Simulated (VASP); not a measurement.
A run of VASP 6.6.1 is set up as follows.

Contents of INCAR:

```
ALGO     = Normal         # electronic algorithm
EDIFF    = 1E-6           # SCF threshold, eV
ENCUT    = 520            # plane-wave cutoff, eV
GGA      = PE             # functional
ISIF     = 2              # what is computed and relaxed
ISMEAR   = 0              # smearing method
ISPIN    = 2              # spin polarisation
LASPH    = T              # aspherical terms in the spheres
LCHARG   = T              # write CHGCAR
LELF     = T              # ELF
LMAXMIX  = 4              # l up to which the mixer works
LORBIT   = 11             # projections on sites
LREAL    = F              # projectors in reciprocal space
LVHAR    = T            
LWAVE    = F              # write WAVECAR
MAGMOM   = -1 1 0 0 0 0 0 0 # initial moments
NBANDS   = 39             # bands
NELM     = 150            # most SCF steps
PREC     = Accurate       # precision mode
SIGMA    = 0.1            # smearing width, eV
```

File KPOINTS:

```
k-points
0
Gamma
  3 3 4
```

The input POSCAR:

```
ReS3
1.0
    6.8810505300      0.0000000000      0.0000000000
   -3.4405252700      5.9591645700      0.0000000000
    0.0000000000      0.0000000000      5.2985527900
Re S
2 6
Direct
    0.3333333300      0.6666666700      0.7500000000
    0.6666666700      0.3333333300      0.2500000000
    0.1677250900      0.3354501700      0.2500000000
    0.1677250900      0.8322749100      0.2500000000
    0.6645498300      0.8322749100      0.2500000000
    0.8322749100      0.6645498300      0.7500000000
    0.8322749100      0.1677250900      0.7500000000
    0.3354501700      0.1677250900      0.7500000000
```

Potentials or basis: VASP PAW PBE potentials, release 64 (Re, S).

Command:

```console
$ cat potpaw_PBE.64/Re/POTCAR potpaw_PBE.64/S/POTCAR > POTCAR
$ mpirun -np 1 vasp_std > vasp.out
```

**Question.** What does it give for the largest force?

**Answer.** 1.378 eV/Å.

**Question.** Estimate the band gap on the k mesh.

**Answer.** Zero (filled and empty bands overlap).

Forces in eV/Å, atoms in the order of the input:
```
Re   0.000  0.000  0.000
Re   0.000  0.000  0.000
S    0.000  1.378  0.000
S    1.193 -0.689  0.000
S   -1.193 -0.689  0.000
S    0.000 -1.378  0.000
S   -1.193  0.689  0.000
S    1.193  0.689  0.000
```

Caveat: spin-orbit coupling is left out, which moves the levels of the heavy elements; forces of over 1 eV/Å act on the atoms, so gaps and moduli don't describe the material at rest.
